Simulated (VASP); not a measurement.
Runs of VASP 6.6.1 on Ti. The structure is that of space group Fm-3m (No. 225), or close to it. The cells are those of the table. This isn't the form of Ti at room conditions, which is hcp.

```tsv
cell	gap on the mesh (eV)	pressure (GPa)
a = 2.854, b = 2.829 Å, angles 60.3, 59.4, 60.3°, 1 atom	none	-2.1
a = 2.879, b = 2.879, c = 2.928 Å, angles 59.4, 59.4, 61.1°, 1 atom	none	-7.5
a = 2.829, b = 2.780, c = 2.780 Å, angles 61.2, 59.4, 59.4°, 1 atom	none	4.5
a = 2.780, b = 2.756, c = 2.706 Å, angles 61.2, 60.3, 58.5°, 1 atom	none	(b)
a = 2.805, b = 2.805, c = 2.780 Å, angles 60.3, 60.3, 59.4°, 1 atom	none	4.4
a = 2.756, b = 2.756, c = 2.681 Å, angles 60.9, 60.9, 58.2°, 1 atom	none	(a)
a = 2.904, b = 2.829 Å, angles 60.9, 58.3, 60.9°, 1 atom	none	-5.7
a = 2.829 Å, angles 60.0°, 1 atom	none	0.0
```

Alike in all rows: task single point; level LDA; potentials or basis VASP PAW LDA potentials, release 64 (Ti_sv); no spin polarisation; k mesh 20 × 20 × 20; cutoff (eV) 520; smearing gaussian 0.15 eV.

Question: Fill in the values left out.

Answer: (a) 15.4; (b) 12.4.

Caveats: the cell stands under pressure (at least some runs); the cell stands under tension (at least some runs).

A gap of «none» marks levels without a gap at the run's occupations.
